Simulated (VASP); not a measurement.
Runs of VASP 6.6.1 on Mn. It takes space group P6_3/mmc (No. 194, hexagonal). Conventional cell: a = 2.484 Å, b = 2.484 Å, c = 4.026 Å, α = 90.00°, β = 90.00°, γ = 120.00°. Mn (site symmetry -6m2) has 12 Mn at 2.47 to 2.48 Å within 3.3 Å. 

```tsv
level	potentials or basis	spin	fixed moment (μB)	k mesh	cutoff (eV)	second run	pressure (GPa)	moment (μB)
PBEsol	VASP PAW PBE potentials, release 64 (Mn_sv)	collinear, ferromagnetic start	12.0	10 × 10 × 6	600	valence_matched	267.1	12.00
PBEsol	VASP PAW PBE potentials, release 64 (Mn_pv)	collinear, zero start	0.0	10 × 10 × 6	520	-	(a)	0.00
PBE	VASP PAW PBE potentials, release 64 (Mn_pv)	collinear, zero start	0.0	10 × 10 × 6	520	-	(b)	0.00
PBE	VASP PAW PBE potentials, release 64 (Mn_pv)	collinear, ferromagnetic start	9.6	12 × 12 × 7	520	-	157.6	9.60
PBEsol	VASP PAW PBE potentials, release 64 (Mn_sv)	collinear, ferromagnetic start	8.0	10 × 10 × 6	600	valence_matched	89.8	8.00
```

Alike in all rows: task single point; cell as given; smearing fermi-dirac 0.05 eV.

Question: Fill in the values left out.

Answer: (a) -11.7; (b) -1.3.

Caveats: the total moment is fixed, so each spin has its own Fermi level; the PAW data sets were made with another functional, which shifts forces and pressure a little (some runs).

The runs don't all hold the same shells in valence.
